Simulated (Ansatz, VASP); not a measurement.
## ZrB2 in VASP and in Ansatz

```xyz
3
Lattice="3.1700 0.0000 0.0000 -1.5850 2.7453 0.0000 0.0000 0.0000 3.6037" Properties=species:S:1:pos:R:3 pbc="T T T"
Zr    0.0000    0.0000    0.0000
B     1.5850    0.9151    1.8018
B     0.0000    1.8302    1.8018
```

Alike in both runs: functional PBE; k mesh 8 × 8 × 6; occupations fermi-dirac, width 0.05 eV; no spin polarisation.

|  | VASP | Ansatz |
| --- | --- | --- |
| version | VASP 6.6.1 | Ansatz 0.2.0 |
| potentials or method | VASP PAW PBE potentials, release 64 (Zr_sv, B) | Ansatz PAW |
| plane-wave cutoff (eV) | 520 | 420 |
| valence electrons in the cell | 18 | 18 |
| task | single point | band structure |

|  | VASP | Ansatz | Ansatz less VASP |
| --- | --- | --- | --- |
| gap on the k mesh at the Fermi level (eV) | none | none | - |
| pressure (GPa) | -3.4 | -3.5 | -0.12 |
| traceless stress, the component that is largest in VASP (GPa) | -3.63 | -3.67 | -0.037 |

A gap of «none» marks a metal or a gap that the smearing closes. The functional is the same, so the differences come from potentials, cutoffs and numerics.
